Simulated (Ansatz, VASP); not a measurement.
## KF: VASP beside Ansatz

```xyz
2
Lattice="3.0668 0.0000 0.0000 0.0000 3.0668 0.0000 0.0000 0.0000 3.6802" Properties=species:S:1:pos:R:3 pbc="T T T"
K     0.0000    0.0000    0.0000
F     1.5334    1.5334    1.8401
```

Alike in both runs: task single point; functional LDA; k mesh 8 × 8 × 8; occupations gaussian, width 0.05 eV; no spin polarisation.

|  | VASP | Ansatz |
| --- | --- | --- |
| version | VASP 6.6.1 | Ansatz 0.2.0 |
| potentials or method | VASP PAW LDA potentials, release 64 (K_sv, F), cutoff 520 eV | scalar-relativistic, plane waves, PAW |
| valence electrons in the cell | 16 | 16 |

```tsv
	VASP	Ansatz	Ansatz less VASP
gap on the k mesh at the Fermi level (eV)	5.34	5.35	+0.015
least direct gap on the mesh (eV)	5.41	5.43	+0.014
pressure (GPa)	-5.6	-5.7	-0.08
traceless stress, the component that is largest in VASP (GPa)	-10.73	-10.73	+0.004
```

LDA's correlation is that of Perdew and Zunger in VASP and of Perdew and Wang (1992) in Ansatz.
